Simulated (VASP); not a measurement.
# In3Se (Cmmm) in VASP: single point with PBEsol+D3(BJ)

Aim: the single point of In3Se with PBEsol+D3(BJ).

Program: VASP 6.6.1. These are calculated values, not measurements. Logs are shortened: lines on timing, memory, paths and dates and some standing lists are left out, and cuts for length are marked.

## Step 1: The cell of the first run

The structure is orthorhombic, space group Cmmm (No. 65). The conventional cell has a = 4.542 Å, b = 6.488 Å, c = 4.588 Å, α = 90.00°, β = 90.00°, γ = 90.00°. Within 3.1 Å of In (site symmetry 2/m) lie 6 In at 2.27 to 3.03 Å and 4 Se at 3.03 Å. Within 3.1 Å of In (site symmetry mmm) lie 2 Se at 2.27 Å and 8 In at 3.03 Å. Within 3.1 Å of Se (site symmetry mmm) lie 10 In at 2.27 to 3.03 Å.

## Step 2: Single point, PBEsol+D3(BJ)

INCAR reads:

```
SYSTEM = In3Se
PREC = Accurate
ENCUT = 500
EDIFF = 1E-6
ISMEAR = 0
SIGMA = 0.15
LREAL = .FALSE.
LASPH = .TRUE.
NELM = 120
ALGO = Normal
ISIF = 2
LWAVE = .FALSE.
LCHARG = .TRUE.
GGA = PS
IVDW = 12
LELF = .TRUE.
LVHAR = .TRUE.
NBANDS = 30
GGA_COMPAT = .FALSE.
```

KPOINTS reads:

```
Automatic mesh
0
G
  10 10 10
  0 0 0
```

POSCAR reads:

```
In3Se
1.0
    3.8995029871     -0.6881475860      0.0000000000
   -0.6881475860      3.8995029871      0.0000000000
    0.0000000000      0.0000000000      4.5876505731
In Se
3 1
Direct
    0.0000000000      0.5000000000      0.5000000000
    0.5000000000      0.0000000000      0.5000000000
    0.5000000000      0.5000000000      0.0000000000
    0.0000000000      0.0000000000      0.0000000000
```

Potentials or basis: VASP PAW PBE potentials, release 64 (In_d, Se).

On the command line:

```bash
cat potpaw_PBE.64/In_d/POTCAR potpaw_PBE.64/Se/POTCAR > POTCAR
mpirun -np 1 vasp_std > vasp.out
```

OUTCAR:

```text
SYSTEM = In3Se
   PREC = Accurate
   ENCUT = 500
   EDIFF = 1E-6
   ISMEAR = 0
   LREAL = .FALSE.
   LASPH = .TRUE.
   NELM = 120
   ISIF = 2
   GGA = PS
   IVDW = 12
 IVDW          = 12

 ion  position               nearest neighbor table
   1  0.000  0.500  0.500-   2 2.27   2 2.27   4 3.03   3 3.03   4 3.03   4 3.03   4 3.03   3 3.03
                             3 3.03   3 3.03   2 3.24   2 3.24
   2  0.500  0.000  0.500-   1 2.27   1 2.27   4 3.03   3 3.03   4 3.03   3 3.03   3 3.03   4 3.03
                             4 3.03   3 3.03   1 3.24   1 3.24
   3  0.500  0.500  0.000-   4 2.27   4 2.27   1 3.03   1 3.03   2 3.03   2 3.03   2 3.03   1 3.03
                             1 3.03   2 3.03   4 3.24   4 3.24
   4  0.000  0.000  0.000-   3 2.27   3 2.27   1 3.03   1 3.03   2 3.03   1 3.03   1 3.03   2 3.03
                             2 3.03   2 3.03   3 3.24   3 3.24

  LATTYP: Found a base centered orthorhombic cell.
 ALAT       =     4.5415423618
 B/A-ratio  =     1.4285714286
 C/A-ratio  =     1.0101525446

  Lattice vectors:

 A1 = (   3.8995029871,  -0.6881475860,   0.0000000000)
 A2 = (  -0.6881475860,   3.8995029871,   0.0000000000)
 A3 = (   0.0000000000,   0.0000000000,   4.5876505731)

Analysis of symmetry for initial positions (statically):
=====================================================================
 Subroutine PRICEL returns:
 Original cell was already a primitive cell.

 Routine SETGRP: Setting up the symmetry group for a
 base centered orthorhombic supercell.

 Subroutine GETGRP returns: Found  8 space group operations
 (whereof  8 operations were pure point group operations)
 out of a pool of  8 trial point group operations.

The static configuration has the point symmetry D_2h.

Analysis of symmetry for dynamics (positions and initial velocities):
=====================================================================
 Subroutine PRICEL returns:
 Original cell was already a primitive cell.

 Routine SETGRP: Setting up the symmetry group for a
 base centered orthorhombic supercell.

 Subroutine GETGRP returns: Found  8 space group operations
 (whereof  8 operations were pure point group operations)
 out of a pool of  8 trial point group operations.

The dynamic configuration has the point symmetry D_2h.

 Subroutine INISYM returns: Found  8 space group operations
 (whereof  8 operations are pure point group operations),
 and found     1 'primitive' translations

----------------------------------------------------------------------------------------

                                     Primitive cell

  volume of cell :      67.5879

  direct lattice vectors                    reciprocal lattice vectors
     3.899502987 -0.688147586  0.000000000     0.264685746  0.046709249  0.000000000
    -0.688147586  3.899502987  0.000000000     0.046709249  0.264685746  0.000000000
     0.000000000  0.000000000  4.587650573     0.000000000  0.000000000  0.217976497

  length of vectors
     3.959756387  3.959756387  4.587650573     0.268775553  0.268775553  0.217976497

  position of ions in fractional coordinates (direct lattice)
     0.000000000  0.500000000  0.500000000
     0.500000000  0.000000000  0.500000000
     0.500000000  0.500000000  0.000000000
     0.000000000  0.000000000  0.000000000

  ion indices of the primitive-cell ions
   primitive index   ion index
                 1           1
                 2           2
                 3           3
                 4           4

----------------------------------------------------------------------------------------

 KPOINTS: Automatic mesh

Automatic generation of k-mesh.
 Grid dimensions read from file:
 generate k-points for:   10   10   10

 Generating k-lattice:

  Cartesian coordinates                     Fractional coordinates (reciprocal lattice)
     0.026468575  0.004670925  0.000000000     0.100000000  0.000000000  0.000000000
     0.004670925  0.026468575  0.000000000     0.000000000  0.100000000  0.000000000
     0.000000000  0.000000000  0.021797650     0.000000000  0.000000000  0.100000000

  Length of vectors
     0.026877555  0.026877555  0.021797650

  Shift w.r.t. Gamma in fractional coordinates (k-lattice)
     0.000000000  0.000000000  0.000000000

 Subroutine IBZKPT returns following result:
 ===========================================

 Found    186 irreducible k-points:

 Following reciprocal coordinates:
            Coordinates               Weight
  0.000000  0.000000  0.000000      1.000000
  0.100000  0.000000  0.000000      4.000000
  0.200000  0.000000  0.000000      4.000000
  0.300000 -0.000000  0.000000      4.000000
  0.400000 -0.000000  0.000000      4.000000
  0.500000  0.000000  0.000000      2.000000
[... 16 lines left out ...]
  0.300000  0.300000  0.000000      2.000000
  0.400000  0.300000  0.000000      4.000000
 [... further k-points ...]
   k-points           NKPTS =    186   k-points in BZ     NKDIM =    186   number of bands    NBANDS=     30
   number of dos      NEDOS =    301   number of ions     NIONS =      4
   total plane-waves  NPLWV =  32400
   dimension x,y,z NGX =    30 NGY =   30 NGZ =   36
   dimension x,y,z NGXF=    60 NGYF=   60 NGZF=   72
   ions per type =               3   1
   NGX,Y,Z   is equivalent  to a cutoff of  12.60, 12.60, 13.05 a.u.
   NGXF,Y,Z  is equivalent  to a cutoff of  25.19, 25.19, 26.09 a.u.
 SYSTEM =  In3Se
   PREC   = accura    normal or accurate (medium, high low for compatibility)
   ISTART =      0    job   : 0-new  1-cont  2-samecut
   ICHARG =      2    charge: 1-file 2-atom 10-const
   ISPIN  =      1    spin polarized calculation?
   LNONCOLLINEAR =      F non collinear calculations
   LSORBIT =      F    spin-orbit coupling
   LASPH  =      T    aspherical Exc in radial PAW
   ENCUT  =  500.0 eV  36.75 Ry    6.06 a.u.   7.22  7.22  8.36*2*pi/ulx,y,z
   NELM   =    120;   NELMIN=  2; NELMDL= -5     # of ELM steps
   EDIFF  = 0.1E-05   stopping-criterion for ELM
   LREAL  =      F    real-space projection
   EDIFFG = 0.1E-04   stopping-criterion for IOM
   NSW    =      0    number of steps for IOM
   IBRION =     -1    ionic relax: 0-MD 1-quasi-New 2-CG
   NFREE  =      0    steps in history (QN), initial steepest desc. (CG)
   ISIF   =      2    stress and relaxation
   ISYM   =      2    0-nonsym 1-usesym 2-fastsym
   POTIM  = 0.5000    time-step for ionic-motion
   TEBEG  =    0.0;   TEEND  =   0.0 temperature during run
   PSTRESS=    0.0 pullay stress
   NELECT =      45.0000    total number of electrons
   NUPDOWN=      -1.0000    fix difference up-down
   EMIN   =  10.00;   EMAX   =-10.00  energy-range for DOS
   EFERMI =   0.00;   METHOD = LEGACY
   ISMEAR =     0;   SIGMA  =   0.15  broadening in eV -4-tet -1-fermi 0-gaus
   EFERMI_NEDOS =   21; number of points for ismear=-14 and -15
   IALGO  =     38    algorithm
   IMIX   =      4    mixing-type and parameters
     AMIX     =   0.40;   BMIX     =  1.00
     AMIX_MAG =   1.60;   BMIX_MAG =  1.00
  volume/ion in A,a.u.               =      16.90       114.03
  Fermi-wavevector in a.u.,A,eV,Ry     =   1.429517  2.701395 27.803762  2.043519
  Thomas-Fermi vector in A             =   2.549462
   LORBIT       =      0    0 simple, 1 ext, 2 COOP (PROOUT), +10 PAW based schemes
   GGA     = PS    functional components
   LHFCALC =     F    Hartree Fock is set to
   AEXX    =    0.0000 exact exchange contribution
   IVDW    =    12    specifies the selected vdW correction
   LEPSILON=     F    determine dielectric tensor
   LRPA    =     F    only Hartree local field effects (RPA)
 non-spin polarized calculation
 Gauss-broadening in eV      SIGMA  =   0.15
  energy-cutoff  :      500.00
  volume of cell :       67.59
 maximum number of plane-waves:      1756
 NGX is ok and might be reduce to    30
   NGX = 15   NGY = 15   NGZ = 17

 number of electron      45.0000016 magnetization

 Free energy of the ion-electron system (eV)
  ---------------------------------------------------
  ext. energy  EPLUGINS =         0.00000000
  ---------------------------------------------------
  free energy    TOTEN  =        -5.94793802 eV

  energy without entropy =       -5.93131075  energy(sigma->0) =       -5.93962439

 E-fermi :  12.7211     XC(G=0): -12.2990

 val. band max:       12.7088324218   @ k =  -0.4000   0.2000   0.4000
 cond. band min:      12.7310308360   @ k =   0.3000   0.2000   0.1000
 fundamental gap:      0.0221984142
 Fermi energy:        12.7210634848

 k-point     1 :       0.0000    0.0000    0.0000
  band No.  band energies     occupation
      1      -5.7605      2.00000
      2      -5.3923      2.00000
      3      -4.4356      2.00000
      4      -4.3978      2.00000
      5      -3.5353      2.00000
      6      -3.4910      2.00000
[... 22 lines left out ...]
     29      19.3866      0.00000
     30      19.8639      0.00000

 k-point     2 :       0.1000    0.0000    0.0000
  band No.  band energies     occupation
      1      -5.6692      2.00000
      2      -5.3081      2.00000
      3      -4.3930      2.00000
      4      -4.3454      2.00000
      5      -3.5173      2.00000
      6      -3.4921      2.00000
[... 22 lines left out ...]
     29      19.0872      0.00000
     30      19.3902      0.00000

 k-point     3 :       0.2000    0.0000    0.0000
  band No.  band energies     occupation
      1      -5.4033      2.00000
      2      -5.0616      2.00000
      3      -4.2679      2.00000
      4      -4.1927      2.00000
      5      -3.5023      2.00000
      6      -3.4739      2.00000
[... 22 lines left out ...]
     29      18.6987      0.00000
     30      19.0711      0.00000

 k-point     4 :       0.3000   -0.0000    0.0000
  band No.  band energies     occupation
      1      -4.9869      2.00000
      2      -4.6750      2.00000
      3      -4.0682      2.00000
      4      -3.9554      2.00000
      5      -3.5214      2.00000
      6      -3.4405      2.00000
[... 616 lines left out ...]
     29      17.3966      0.00000
     30      20.6433      0.00000

 k-point    23 :       0.3000    0.3000    0.0000
  band No.  band energies     occupation
      1      -4.3682      2.00000
      2      -4.2031      2.00000
      3      -3.7352      2.00000
      4      -3.5545      2.00000
      5      -3.5419      2.00000
      6      -3.4510      2.00000
[... 22 lines left out ...]
     29      20.9822      0.00000
     30      21.5198      0.00000

 k-point    24 :       0.4000    0.3000    0.0000
  band No.  band energies     occupation
      1      -4.9253      2.00000
      2      -4.5790      2.00000
      3      -4.0083      2.00000
      4      -3.8208      2.00000
      5      -3.5222      2.00000
      6      -3.2781      2.00000
[... 22 lines left out ...]
     29      19.8710      0.00000
     30      22.3442      0.00000

 [... further k-points ...]

------------------------ aborting loop because EDIFF is reached ----------------------------------------

 Edisp (eV)   -2.12830

 E8    (eV) :    -1.4985

  FORCE on cell =-STRESS in cart. coord.  units (eV):
  Direction    XX          YY          ZZ          XY          YZ          ZX
  --------------------------------------------------------------------------------------
  -------------------------------------------------------------------------------------
  Total      33.99926    33.99926    14.92470    24.41997     0.00000     0.00000
  in kB     805.95548   805.95548   353.79138   578.87759     0.00000     0.00000
  external pressure =      655.23 kB  Pullay stress =        0.00 kB

 VOLUME and BASIS-vectors are now :
 -----------------------------------------------------------------------------
  energy-cutoff  :      500.00
  volume of cell :       67.59
      direct lattice vectors                 reciprocal lattice vectors
     3.899502987 -0.688147586  0.000000000     0.264685746  0.046709249  0.000000000
    -0.688147586  3.899502987  0.000000000     0.046709249  0.264685746  0.000000000
     0.000000000  0.000000000  4.587650573     0.000000000  0.000000000  0.217976497

 POSITION                                       TOTAL-FORCE (eV/Angst)
 -----------------------------------------------------------------------------------
     -0.34407      1.94975      2.29383         0.000000     -0.000000      0.000000
      1.94975     -0.34407      2.29383         0.000000     -0.000000      0.000000
      1.60568      1.60568      0.00000        -0.000000      0.000000      0.000000
      0.00000      0.00000      0.00000         0.000000     -0.000000      0.000000
 -----------------------------------------------------------------------------------
    total drift:                               -0.000000      0.000000     -0.000000

  FREE ENERGIE OF THE ION-ELECTRON SYSTEM (eV)
  ---------------------------------------------------
  free  energy   TOTEN  =        -8.0762377606 eV

  energy  without entropy=       -8.0596104957  energy(sigma->0) =       -8.06792413
```

It took 8.5 min on 1 thread of Intel Xeon 8259CL, shared host; peak memory 0.41 GiB.

What came out:

```yaml
Free_energy: -8.0762 eV
Pressure: 65.5 GPa
Band_gap_on_the_k_mesh: zero (an odd number of electrons rules out a gap without spin polarisation)
Dispersion_energy_per_atom: -0.532 eV
```

Stress tensor (GPa, compression positive):
```
80.60 57.89  0.00
57.89 80.60  0.00
 0.00  0.00 35.38
```

Levels at points of the mesh, in eV from the Fermi level:
```tsv
k point	band 18	band 19	band 20	band 21	band 22	band 23	band 24	band 25	band 26	band 27
(0.00, 0.00, 0.00)	-7.34	-6.78	-4.64	-2.35	-1.41	0.73	1.08	2.77	3.00	4.43
(0.50, 0.00, 0.00)	-7.00	-5.17	-4.89	-3.11	-2.40	-1.33	2.49	3.54	3.80	4.65
(0.50, 0.50, 0.00)	-7.71	-6.71	-4.53	-3.32	-2.92	-1.50	0.78	0.84	2.13	2.46
(0.00, 0.00, 0.50)	-6.32	-4.36	-3.52	-1.67	-1.66	0.91	1.74	2.26	2.59	2.59
(0.50, 0.00, 0.50)	-8.85	-8.60	-4.02	-2.26	-1.77	-0.33	3.21	3.22	4.50	5.69
(0.50, 0.50, 0.50)	-7.93	-7.70	-7.51	-4.79	-4.11	-1.38	1.67	3.03	5.69	7.61
```

Caveat: the cell stands under pressure; the PAW data sets were made with another functional, which shifts forces and pressure a little; spin-orbit coupling is left out, which moves the levels of the heavy elements.
